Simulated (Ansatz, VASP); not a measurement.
## W: VASP beside Ansatz

INCAR

```
PREC = Accurate
ENCUT = 520
EDIFF = 1E-6
ISMEAR = 0
SIGMA = 0.15
LREAL = False
LASPH = True
NELM = 100
ALGO = Fast
ISIF = 2
LWAVE = False
LCHARG = False
GGA = CA
NBANDS = 13
```

The input KPOINTS:

```
regular mesh
0
Gamma
  22 22 22
```

POSCAR

```
W
1.0
   -0.7363895428      1.7334730861      1.7334730861
    1.7334730861     -0.7363895428      1.7334730861
    1.7334730861      1.7334730861     -0.7363895428
W
1
Direct
    0.0000000000      0.0000000000      0.0000000000
```

Input for Ansatz:

```yaml
crystal:
  lattice:
    - [-0.7363895428, 1.7334730861, 1.7334730861]
    - [1.7334730861, -0.7363895428, 1.7334730861]
    - [1.7334730861, 1.7334730861, -0.7363895428]
  atoms:
    - { symbol: W, position: [0.0, 0.0, 0.0] }
basis:
  ecutwfc: 420
kpoints:
  mp_grid: { grid: [22, 22, 22] }
hamiltonian:
  xc: lda
  pseudopotentials: { kind: paw, azcp: { folder: soft_1 } }
scf:
  occupations: { method: gaussian, width: 0.15 }
output:
  forces: true
  stress: true
  eigenvalues: true
```

Alike in both runs: task single point; functional LDA; k mesh 22 × 22 × 22; occupations gaussian, width 0.15 eV; no spin polarisation.

|  | VASP | Ansatz |
| --- | --- | --- |
| version | VASP 6.6.1 | Ansatz 0.2.0 |
| potentials or method | VASP PAW LDA potentials, release 64 (W_sv), cutoff 520 eV | scalar-relativistic, plane waves, PAW |
| valence electrons in the cell | 14 | 14 |

|  | VASP | Ansatz | Ansatz less VASP |
| --- | --- | --- | --- |
| gap on the k mesh at the Fermi level (eV) | none | none | - |
| pressure (GPa) | 12.2 | 10.3 | -1.90 |
| traceless stress, the component that is largest in VASP (GPa) | 7.76 | 7.65 | -0.110 |

Ansatz warns that its potentials were made for another functional, while VASP's fit it. LDA's correlation is that of Perdew and Zunger in VASP and of Perdew and Wang (1992) in Ansatz. A gap of «none» marks a metal or a gap that the smearing closes.

Spin-orbit coupling is off throughout.
